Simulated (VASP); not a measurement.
Pt, 2 atoms in the cell. It takes space group I4_1/amd (No. 141, tetragonal). The conventional cell has a = 4.426 Å, b = 4.426 Å, c = 2.383 Å, α = 90.00°, β = 90.00°, γ = 90.00°. Within 3.0 Å of Pt (site symmetry -4m2) lie 10 Pt at 2.29 to 2.84 Å. 

```yaml
Program: VASP 6.6.1
Task: single point
Functional: PBE
Potentials_or_basis: VASP PAW PBE potentials, release 64 (Pt)
Cutoff: 520 eV
k_mesh: 16 × 16 × 16
Occupations: fermi-dirac, width 0.05 eV
Spin: no spin polarisation
Dipole_correction: no
Further_INCAR_settings: ALGO = Normal; EDIFF = 1e-06; NBANDS = 17
```

Potentials or basis: VASP PAW PBE potentials, release 64 (Pt).

Run with:

```bash
$ cat potpaw_PBE.64/Pt/POTCAR > POTCAR
$ mpirun -np 1 vasp_std > vasp.out
```

Hardware: 1 thread of Intel Xeon 8259CL, with other jobs on the host.

Q: Estimate the wall time of this run.

A: Wall time 4.2 min on 1 thread of Intel Xeon 8259CL (shared host), peak memory 0.25 GiB. Counts: scf iterations 11, k points 349.
